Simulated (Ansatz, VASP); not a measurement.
**Two plane-wave programs on Y**

```
Y
1.0
     5.63413    0.00000    0.00000
    -2.81707    4.87930    0.00000
     0.00000    0.00000    3.52569
Y
3
Direct
  0.00000 0.00000 0.00000
  0.33333 0.66667 0.50000
  0.66667 0.33333 0.50000
```

Alike in both runs: functional PBE; k mesh 6 × 6 × 6; occupations gaussian, width 0.1 eV; no spin polarisation.

Ansatz relaxed the structure, and its values are those at the end. VASP's run is a single point on that final structure, the one shown.

|  | VASP | Ansatz |
| --- | --- | --- |
| version | VASP 6.6.1 | Ansatz 0.2.0 |
| potentials or method | VASP PAW PBE potentials, release 64 (Y_sv), cutoff 520 eV | scalar-relativistic, plane waves, PAW |
| valence electrons in the cell | 33 | 33 |

|  | VASP | Ansatz | Ansatz less VASP |
| --- | --- | --- | --- |
| gap on the k mesh at the Fermi level (eV) | none | none | - |
| pressure (GPa) | 0.1 | 0.2 | +0.11 |

A gap of «none» marks a metal or a gap that the smearing closes.
